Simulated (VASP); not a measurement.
Wanted: the native input for a VASP 6.6.1 run.

```
Task                   : single point
Functional             : PBE
Potentials or basis    : VASP PAW PBE potentials, release 64 (Si, Mo_sv)
Cutoff                 : 520 eV
k mesh                 : 6 × 6 × 4
Occupations            : gaussian, width 0.1 eV
Spin                   : no spin polarisation
Dipole correction      : no
Further INCAR settings : ALGO = Normal; EDIFF = 1e-06; NBANDS = 26
```

The structure of Si5Mo lies in POSCAR:

```
Si5Mo
1.0
    8.3572367774      0.0000000048      0.0000000000
   -4.1786183928      7.2375793523      0.0000000000
    0.0000000000      0.0000000000      2.3358973159
Si Mo
5 1
Direct
    0.5000000000      0.0000000000      0.0000000000
    0.0000000000      0.5000000000      0.0000000000
    0.5000000000      0.5000000000      0.0000000000
    0.3333333333      0.6666666667      0.0000000000
    0.6666666667      0.3333333333      0.0000000000
    0.0000000000      0.0000000000      0.5000000000
```

The cell was generated, and may not be a known phase.

These files were run (other wordings do the same):

INCAR

```
SYSTEM = Si5Mo
  ALGO = Normal
  EDIFF = 1E-6
  ENCUT = 520
  GGA = PE
  ISIF = 2
  ISMEAR = 0
  LASPH = .True.
  LCHARG = .True.
  LELF = .True.
  LREAL = .False.
  LVHAR = .True.
  LWAVE = .False.
  NBANDS = 26
  NELM = 80
  PREC = Accurate
  SIGMA = 0.1
```

KPOINTS

```
k-points
0
Gamma
  6 6 4
  0 0 0
```

Potentials or basis: VASP PAW PBE potentials, release 64 (Si, Mo_sv).

Command:

```sh
$ cat potpaw_PBE.64/Si/POTCAR potpaw_PBE.64/Mo_sv/POTCAR > POTCAR
$ mpirun -np 1 vasp_std > vasp.out
```

Results of the run:

- Pressure: 0.1 GPa
- Band gap on the k mesh: zero (bands 17 and 18 overlap by 0.91 eV)

Caveat: the k points lie up to 0.67 Å⁻¹ apart, too coarse for converged energies and pressures of a metal.

Wall time 83 s on 1 thread of Intel Xeon 8259CL, on a shared host, peak memory 0.25 GiB.
